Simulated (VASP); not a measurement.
# PbS (P-6m2) in VASP: settings compared

Aim: see how the results for PbS move with the level of theory and the settings. Levels: r2SCAN, PBE. Tasks: relaxation of shape and atoms at fixed volume, single point, relaxation of cell and atoms.

Everything below comes from runs of VASP 6.6.1. Logs are shortened: lines on timing, memory, paths and dates and some standing lists are left out, and cuts for length are marked.

### 1 The cell of the first run

The structure is hexagonal, space group P-6m2 (No. 187). The conventional cell has a = 4.078 Å, b = 4.078 Å, c = 3.796 Å, α = 90.00°, β = 90.00°, γ = 120.00°. Pb (site symmetry -6m2) has 6 S at 3.02 Å and 2 Pb at 3.80 Å within 4.0 Å. Within 4.0 Å of S (site symmetry -6m2) lie 6 Pb at 3.02 Å and 2 S at 3.80 Å.

### 2 Relaxation of shape and atoms at fixed volume, r2SCAN

The input, POSCAR:

```
PbS
1.0
    4.0779879504      0.0000000000      0.0000000000
   -2.0389939752      3.5316411614      0.0000000000
    0.0000000000      0.0000000000      3.7958616652
Pb S
1 1
Direct
    0.0000000000      0.0000000000      0.0000000000
    0.6666666667      0.3333333333      0.5000000000
```

The input, INCAR.step1:

```
PREC     = Accurate       # precision mode
ENCUT    = 600            # plane-wave cutoff, eV
ISMEAR   = 0              # smearing method
SIGMA    = 0.05           # smearing width, eV
LREAL    = False          # projectors in reciprocal space
LASPH    = True           # aspherical terms in the spheres
NELM     = 100            # most SCF steps
GGA      = PE             # functional
ALGO     = Normal         # electronic algorithm
EDIFF    = 1E-4           # SCF threshold, eV
LWAVE    = True           # write WAVECAR
LCHARG   = False          # write CHGCAR
```

The input, INCAR.step2:

```
PREC     = Accurate       # precision mode
ENCUT    = 600            # plane-wave cutoff, eV
EDIFF    = 1E-7           # SCF threshold, eV
ISMEAR   = 0              # smearing method
SIGMA    = 0.05           # smearing width, eV
LREAL    = False          # projectors in reciprocal space
LASPH    = True           # aspherical terms in the spheres
NELM     = 100            # most SCF steps
ALGO     = Normal         # electronic algorithm
ISIF     = 4              # what is computed and relaxed
LWAVE    = False          # write WAVECAR
LCHARG   = False          # write CHGCAR
METAGGA  = R2SCAN         # meta-GGA
LMIXTAU  = True         
IBRION   = 2              # ionic algorithm
NSW      = 60             # ionic steps
EDIFFG   = -0.02          # ionic threshold
ISTART   = 1
```

The input, KPOINTS:

```
regular mesh
0
Gamma
  10 10 10
```

Potentials or basis: VASP PAW PBE potentials, release 64 (Pb_d, S).

On the command line:

```bash
$ cat potpaw_PBE.64/Pb_d/POTCAR potpaw_PBE.64/S/POTCAR > POTCAR
$ cp INCAR.step1 INCAR
$ mpirun -np 1 vasp_std > vasp.out
$ cp INCAR.step2 INCAR
$ mpirun -np 1 vasp_std > vasp.out
```

OUTCAR:

```text
PREC = Accurate
   ENCUT = 600
   EDIFF = 1E-7
   ISMEAR = 0
   LREAL = False
   LASPH = True
   NELM = 100
   ISIF = 4
   METAGGA = R2SCAN
   IBRION = 2
   NSW = 60
   EDIFFG = -0.02
   ISTART = 1

 ion  position               nearest neighbor table
   1  0.000  0.000  0.000-   2 3.02   2 3.02   2 3.02   2 3.02   2 3.02   2 3.02
   2  0.667  0.333  0.500-   1 3.02   1 3.02   1 3.02   1 3.02   1 3.02   1 3.02

  LATTYP: Found a hexagonal cell.
 ALAT       =     4.0779879504
 C/A-ratio  =     0.9308172833

  Lattice vectors:

 A1 = (   4.0779879504,   0.0000000000,   0.0000000000)
 A2 = (  -2.0389939752,   3.5316411614,   0.0000000000)
 A3 = (   0.0000000000,   0.0000000000,   3.7958616652)

Analysis of symmetry for initial positions (statically):
=====================================================================
 Subroutine PRICEL returns:
 Original cell was already a primitive cell.

 Routine SETGRP: Setting up the symmetry group for a
 hexagonal supercell.

 Subroutine GETGRP returns: Found 12 space group operations
 (whereof 12 operations were pure point group operations)
 out of a pool of 24 trial point group operations.

The static configuration has the point symmetry D_3h.

Analysis of symmetry for dynamics (positions and initial velocities):
=====================================================================
 Subroutine PRICEL returns:
 Original cell was already a primitive cell.

 Routine SETGRP: Setting up the symmetry group for a
 hexagonal supercell.

 Subroutine GETGRP returns: Found 12 space group operations
 (whereof 12 operations were pure point group operations)
 out of a pool of 24 trial point group operations.

The dynamic configuration has the point symmetry D_3h.

 Subroutine INISYM returns: Found 12 space group operations
 (whereof 12 operations are pure point group operations),
 and found     1 'primitive' translations

----------------------------------------------------------------------------------------

                                     Primitive cell

  volume of cell :      54.6680

  direct lattice vectors                    reciprocal lattice vectors
     4.077987950  0.000000000  0.000000000     0.245218969  0.141577238  0.000000000
    -2.038993975  3.531641161  0.000000000     0.000000000  0.283154475  0.000000000
     0.000000000  0.000000000  3.795861665     0.000000000  0.000000000  0.263444795

  length of vectors
     4.077987950  4.077987950  3.795861665     0.283154475  0.283154475  0.263444795

[... 87 lines left out ...]
   ISYM   =      2    0-nonsym 1-usesym 2-fastsym
   POTIM  = 0.5000    time-step for ionic-motion
   TEBEG  =    0.0;   TEEND  =   0.0 temperature during run
   PSTRESS=    0.0 pullay stress
   NELECT =      20.0000    total number of electrons
   NUPDOWN=      -1.0000    fix difference up-down
   EMIN   =  10.00;   EMAX   =-10.00  energy-range for DOS
   EFERMI =   0.00;   METHOD = LEGACY
   ISMEAR =     0;   SIGMA  =   0.05  broadening in eV -4-tet -1-fermi 0-gaus
   EFERMI_NEDOS =   21; number of points for ismear=-14 and -15
   IALGO  =     38    algorithm
   IMIX   =      4    mixing-type and parameters
     AMIX     =   0.40;   BMIX     =  1.00
     AMIX_MAG =   1.60;   BMIX_MAG =  1.00
  volume/ion in A,a.u.               =      27.33       184.46
  Fermi-wavevector in a.u.,A,eV,Ry     =   1.170866  2.212616 18.652597  1.370927
  Thomas-Fermi vector in A             =   2.307318
   LORBIT       =      0    0 simple, 1 ext, 2 COOP (PROOUT), +10 PAW based schemes
   METAGGA = R2SCAN    functional components
   LHFCALC =     F    Hartree Fock is set to
   AEXX    =    0.0000 exact exchange contribution
   IVDW    =     0    specifies the selected vdW correction
   LEPSILON=     F    determine dielectric tensor
   LRPA    =     F    only Hartree local field effects (RPA)
 conjugate gradient relaxation of ions
 non-spin polarized calculation
 Gauss-broadening in eV      SIGMA  =   0.05
  energy-cutoff  :      600.00
  volume of cell :       54.67
 maximum number of plane-waves:      1864
 NGX is ok and might be reduce to    36
   NGX = 17   NGY = 17   NGZ = 15

 number of electron      20.0000001 magnetization

 Free energy of the ion-electron system (eV)
  ---------------------------------------------------
  ext. energy  EPLUGINS =         0.00000000
  ---------------------------------------------------
  free energy    TOTEN  =       -65.34096166 eV

  energy without entropy =      -65.34082393  energy(sigma->0) =      -65.34089279

 E-fermi :   5.0577     XC(G=0): -10.0045

 val. band max:        4.9860957376   @ k =   0.3000   0.3000   0.5000
 cond. band min:       5.0893362781   @ k =   0.3000   0.3000   0.0000
 fundamental gap:      0.1032405405
 Fermi energy:         5.0577388809

 k-point     1 :       0.0000    0.0000    0.0000
  band No.  band energies     occupation
      1     -12.4443      2.00000
      2     -12.4265      2.00000
      3     -12.4265      2.00000
      4     -12.3221      2.00000
      5     -12.3221      2.00000
      6      -8.6715      2.00000
      7      -1.4671      2.00000
      8       2.7516      2.00000
      9       3.3035      2.00000
     10       3.3035      2.00000
     11       8.8424      0.00000
     12       8.8424      0.00000
     13      10.7926      0.00000
     14      12.0159      0.00000
[... 377 lines left out ...]
      1     -12.4552      2.00000
      2     -12.3962      2.00000
      3     -12.3673      2.00000
      4     -12.3630      2.00000
      5     -12.3363      2.00000
      6      -7.5087      2.00000
      7      -3.4830      2.00000
      8       1.8337      2.00000
      9       2.9727      2.00000
     10       4.3025      2.00000
     11       6.8828      0.00000
     12       9.4966      0.00000
     13       9.9760      0.00000
     14      11.7730      0.00000

 [... further k-points ...]
[... 5 lines left out ...]
  --------------------------------------------------------------------------------------
  -------------------------------------------------------------------------------------
  Total       -0.3064084     -0.3064084     -0.3352176      0.0000000      0.0000000     -0.0000000
  in kB       -8.9800411     -8.9800411     -9.8243666      0.0000000      0.0000000     -0.0000000
  external PRESSURE =      -9.2614829 kB  Pullay stress =       0.0000000 kB

 VOLUME and BASIS-vectors are now :
 -----------------------------------------------------------------------------
  energy-cutoff  :      600.00
  volume of cell :       54.67
      direct lattice vectors                 reciprocal lattice vectors
     4.077987950  0.000000000  0.000000000     0.245218969  0.141577238  0.000000000
    -2.038993975  3.531641161  0.000000000     0.000000000  0.283154475  0.000000000
     0.000000000  0.000000000  3.795861665     0.000000000  0.000000000  0.263444795

 POSITION                                       TOTAL-FORCE (eV/Angst)
 -----------------------------------------------------------------------------------
      0.00000      0.00000      0.00000        -0.000000      0.000000      0.000000
      2.03899      1.17721      1.89793         0.000000      0.000000      0.000000
 -----------------------------------------------------------------------------------
    total drift:                               -0.000000      0.000000     -0.000000

  FREE ENERGIE OF THE ION-ELECTRON SYSTEM (eV)
  ---------------------------------------------------
  free  energy   TOTEN  =       -65.3409616613 eV

  energy  without entropy=      -65.3408239262  energy(sigma->0) =      -65.34089279

 reached required accuracy - stopping structural energy minimisation
```

OUTCAR.step1:

```text
PREC = Accurate
   ENCUT = 600
   ISMEAR = 0
   LREAL = False
   LASPH = True
[... 631 lines left out ...]
      0.00000      0.00000      0.00000        -0.000000      0.000000      0.000000
      2.03899      1.17721      1.89793         0.000000     -0.000000      0.000000
 -----------------------------------------------------------------------------------
    total drift:                               -0.000000      0.000000     -0.000000

  FREE ENERGIE OF THE ION-ELECTRON SYSTEM (eV)
  ---------------------------------------------------
  free  energy   TOTEN  =        -8.5254653939 eV

  energy  without entropy=       -8.5253575507  energy(sigma->0) =       -8.52541147
```

Run time: 2.4 min. Hardware: 1 thread of Intel Xeon 6975P-C (Granite Rapids), shared host; peak memory 0.25 GiB.

What came out:

| Item | Value |
| --- | --- |
| Free energy | -65.3410 eV |
| Pressure after relaxing | -0.9 GPa |
| Band gap on the k mesh | zero (band 10 reaches 5.14 eV, above the bottom of band 11 at 4.99 eV) |

Final structure:
```yaml
crystal:
  lattice:
    - [4.07799, 0.00000, 0.00000]
    - [-2.03899, 3.53164, 0.00000]
    - [0.00000, 0.00000, 3.79586]
  atoms:
    - { symbol: Pb, position: [0.00000, 0.00000, 0.00000] }
    - { symbol: S, position: [0.66667, 0.33333, 0.50000] }
```

Levels at points of the mesh, in eV from the Fermi level:
| k point | band 6 | band 7 | band 8 | band 9 | band 10 | band 11 | band 12 | band 13 | band 14 |
| --- | --- | --- | --- | --- | --- | --- | --- | --- | --- |
| (0.00, 0.00, 0.00) | -13.73 | -6.52 | -2.31 | -1.75 | -1.75 | 3.78 | 3.78 | 5.73 | 6.96 |
| (0.50, 0.00, 0.00) | -12.62 | -8.67 | -2.79 | -1.76 | -1.29 | 2.15 | 4.21 | 5.66 | 5.84 |
| (0.00, 0.00, 0.50) | -12.62 | -9.23 | -1.17 | -1.17 | 0.08 | 1.31 | 4.19 | 4.19 | 8.75 |
| (0.50, 0.00, 0.50) | -11.96 | -7.56 | -4.19 | -4.14 | -1.51 | 2.38 | 3.02 | 3.16 | 8.88 |

Caveat: the relaxation stopped at its first step, so nothing moved; the PAW data sets were made with another functional, which shifts forces and pressure a little; spin-orbit coupling is left out, which moves the levels of the heavy elements.

### 3 Single point, PBE

The input, INCAR:

```
SYSTEM = PbS
PREC = Accurate ; ENCUT = 520
EDIFF = 1E-6 ; ISMEAR = 0
SIGMA = 0.05 ; LREAL = .FALSE.
LASPH = .TRUE. ; NELM = 60
ALGO = Normal ; ISIF = 2
LWAVE = .FALSE. ; LCHARG = .FALSE.
GGA = PE ; NBANDS = 17
```

The input, KPOINTS:

```
Automatic mesh
0
G
  6 6 6
  0 0 0
```

POSCAR is that of step 2.

Potentials or basis: VASP PAW PBE potentials, release 64 (Pb_d, S).

On the command line:

```bash
$ cat potpaw_PBE.64/Pb_d/POTCAR potpaw_PBE.64/S/POTCAR > POTCAR
$ mpirun -np 1 vasp_std > vasp.out
```

Run time: 13 s. Hardware: 1 thread of AMD EPYC 9R45 (Zen 5), shared host; peak memory 0.14 GiB.

Results (log left out):

| Quantity | Value |
| --- | --- |
| Free energy | -8.5290 eV |
| Pressure | -0.1 GPa |
| Band gap on the k mesh | zero (band 10 reaches 5.34 eV, above the bottom of band 11 at 4.88 eV) |

Stress tensor (GPa, compression positive):
```
-0.09  0.00  0.00
 0.00 -0.09  0.00
 0.00  0.00 -0.18
```

Levels at points of the mesh, in eV from the Fermi level:
| k point | band 7 | band 8 | band 9 | band 10 | band 11 | band 12 | band 13 | band 14 |
| --- | --- | --- | --- | --- | --- | --- | --- | --- |
| (0.00, 0.00, 0.00) | -6.52 | -2.27 | -1.74 | -1.74 | 3.43 | 3.43 | 5.19 | 6.44 |
| (0.50, 0.00, 0.00) | -8.52 | -2.75 | -1.87 | -1.27 | 1.83 | 3.84 | 5.21 | 5.33 |
| (0.00, 0.00, 0.50) | -9.06 | -1.17 | -1.17 | -0.03 | 0.86 | 3.83 | 3.83 | 8.17 |
| (0.50, 0.00, 0.50) | -7.46 | -4.15 | -4.11 | -1.50 | 2.08 | 2.71 | 2.76 | 8.22 |

Caveat: spin-orbit coupling is left out, which moves the levels of the heavy elements.

### 4 Single point, PBE

This run uses another cell than the first one, of 26.85 Å³/atom, 0.982 times its volume.

The input, INCAR:

```
SYSTEM = PbS
ALGO = Normal
EDIFF = 1E-7
ENCUT = 520
GGA = PE
ISIF = 2
ISMEAR = 0
LASPH = .TRUE.
LCHARG = .FALSE.
LREAL = .FALSE.
LWAVE = .FALSE.
NBANDS = 17
NELM = 60
PREC = Accurate
SIGMA = 0.05
```

The input, KPOINTS:

```
k-points
0
G
  10 10 10
  0 0 0
```

The input, POSCAR:

```
PbS
1.0
    4.0481878949      0.0000000000      0.0000000000
   -2.0240939474      3.5058335563      0.0000000000
    0.0000000000      0.0000000000      3.7841695152
Pb S
1 1
Direct
    0.0000000000      0.0000000000      0.0000000000
    0.6666666667      0.3333333333      0.5000000000
```

On the command line:

```bash
$ cat potpaw_PBE.64/Pb_d/POTCAR potpaw_PBE.64/S/POTCAR > POTCAR
$ mpirun -np 1 vasp_std > vasp.out
```

Wall time 36 s (1 thread of AMD EPYC 9R45 (Zen 5), shared host); peak memory 0.18 GiB.

Results (log left out):

```yaml
Free_energy: -8.5222 eV
Pressure: 0.9 GPa
Band_gap_on_the_k_mesh: zero (band 10 reaches 5.51 eV, above the bottom of band 11 at 5.12 eV)
```

Stress tensor (GPa, compression positive):
```
0.93 0.00 0.00
0.00 0.93 0.00
0.00 0.00 0.76
```

Levels at points of the mesh, in eV from the Fermi level:
```
           k point  band 6  band 7  band 8  band 9  band 10  band 11  band 12  band 13  band 14  band 15
(0.00, 0.00, 0.00)  -13.29   -6.40   -2.28   -1.69    -1.69     3.55     3.55     5.22     6.62     7.18
(0.50, 0.00, 0.00)  -12.14   -8.49   -2.73   -1.81    -1.25     1.91     3.91     5.37     5.37    10.99
(0.00, 0.00, 0.50)  -12.15   -9.08   -1.11   -1.11     0.10     0.98     3.97     3.97     8.26     8.26
(0.50, 0.00, 0.50)  -11.48   -7.40   -4.17   -4.13    -1.45     2.15     2.80     2.86     8.39    10.75
```

Caveat: spin-orbit coupling is left out, which moves the levels of the heavy elements.

### 5 Relaxation of cell and atoms, PBE

This run uses another cell than the first one, of 27.48 Å³/atom, 1.005 times its volume.

The input, INCAR:

```
PREC = Accurate
ENCUT = 600
EDIFF = 1E-7
ISMEAR = 0
SIGMA = 0.05
LREAL = False
LASPH = True
NELM = 60
ALGO = Normal
ISIF = 3
LWAVE = False
LCHARG = False
GGA = PE
IBRION = 2
NSW = 80
EDIFFG = -0.03
```

The input, KPOINTS:

```
regular mesh
0
Gamma
  6 6 6
```

The input, POSCAR:

```
PbS
1.0
    4.0214554848      0.0000000000      0.0000000000
   -2.0107277424      3.4826826100      0.0000000000
    0.0000000000      0.0000000000      3.9247413136
Pb S
1 1
Direct
    0.0000000000      0.0000000000      0.0000000000
    0.6666666667      0.3333333333      0.5000000000
```

On the command line:

```bash
$ cat potpaw_PBE.64/Pb_d/POTCAR potpaw_PBE.64/S/POTCAR > POTCAR
$ mpirun -np 1 vasp_std > vasp.out
```

It took 41 s on 1 thread of AMD EPYC 9R45 (Zen 5), shared host; peak memory 0.17 GiB.

It converged, with:

- Free energy: -8.5292 eV
- Relaxed volume: 27.31 Å³/atom
- Relaxed cell: a = 4.077 Å, b = 4.077 Å, c = 3.794 Å, α = 90.00°, β = 90.00°, γ = 120.00°
- Space group after relaxing (to 0.05 Å): P-6m2 (No. 187)
- Energy gained by relaxing: 10.2 meV/atom
- Ionic steps: 5
- Pressure after relaxing: 0.0 GPa
- Band gap on the k mesh: zero (band 10 reaches 5.35 eV, above the bottom of band 11 at 4.89 eV)

The path:
```tsv
step	energy change (eV)	largest force (eV/Å)	pressure (GPa)	volume (Å³)
1	0.0000	0.0000	-0.94	54.97
2	-0.0165	0.0000	0.69	53.68
3	-0.0165	0.0000	0.74	53.64
4	-0.0202	0.0000	0.16	54.38
5	-0.0204	0.0000	-0.03	54.62
```

Final structure:
```yaml
crystal:
  lattice:
    - [4.07692, 0.00000, 0.00000]
    - [-2.03846, 3.53072, 0.00000]
    - [0.00000, 0.00000, 3.79438]
  atoms:
    - { symbol: Pb, position: [0.00000, 0.00000, 0.00000] }
    - { symbol: S, position: [0.66667, 0.33333, 0.50000] }
```

Levels at points of the mesh, in eV from the Fermi level:
```
           k point  band 6  band 7  band 8  band 9  band 10  band 11  band 12  band 13  band 14
(0.00, 0.00, 0.00)  -13.25   -6.52   -2.27   -1.74    -1.74     3.43     3.43     5.19     6.44
(0.50, 0.00, 0.00)  -12.15   -8.53   -2.76   -1.87    -1.28     1.83     3.84     5.21     5.32
(0.00, 0.00, 0.50)  -12.15   -9.07   -1.17   -1.17    -0.03     0.86     3.83     3.83     8.17
(0.50, 0.00, 0.50)  -11.52   -7.46   -4.16   -4.12    -1.50     2.07     2.71     2.76     8.22
```

Caveat: spin-orbit coupling is left out, which moves the levels of the heavy elements.

### 6 The runs side by side

| task | level | cell | k mesh | cutoff (eV) | gap on the mesh (eV) | pressure (GPa) |
| --- | --- | --- | --- | --- | --- | --- |
| relaxation of shape and atoms at fixed volume | r2SCAN | relaxed from a = 4.078, b = 4.078, c = 3.796 Å, angles 90.0, 90.0, 120.0°, 2 atoms | 10 × 10 × 10 | 600 | none | -0.9 |
| single point | PBE | a = 4.078, b = 4.078, c = 3.796 Å, angles 90.0, 90.0, 120.0°, 2 atoms | 6 × 6 × 6 | 520 | none | -0.1 |
| single point | PBE | a = 4.048, b = 4.048, c = 3.784 Å, angles 90.0, 90.0, 120.0°, 2 atoms | 10 × 10 × 10 | 520 | none | 0.9 |
| relaxation of cell and atoms | PBE | relaxed from a = 4.021, b = 4.021, c = 3.925 Å, angles 90.0, 90.0, 120.0°, 2 atoms | 6 × 6 × 6 | 600 | none | 0.0 |

Alike in all rows: potentials or basis VASP PAW PBE potentials, release 64 (Pb_d, S); no spin polarisation; smearing gaussian 0.05 eV.

Caveats: spin-orbit coupling is left out, which moves the levels of the heavy elements; the relaxation stopped at its first step, so nothing moved (some runs); the PAW data sets were made with another functional, which shifts forces and pressure a little (some runs).

Total energies depend on the potentials used, so only differences within one code and one set of settings carry meaning.
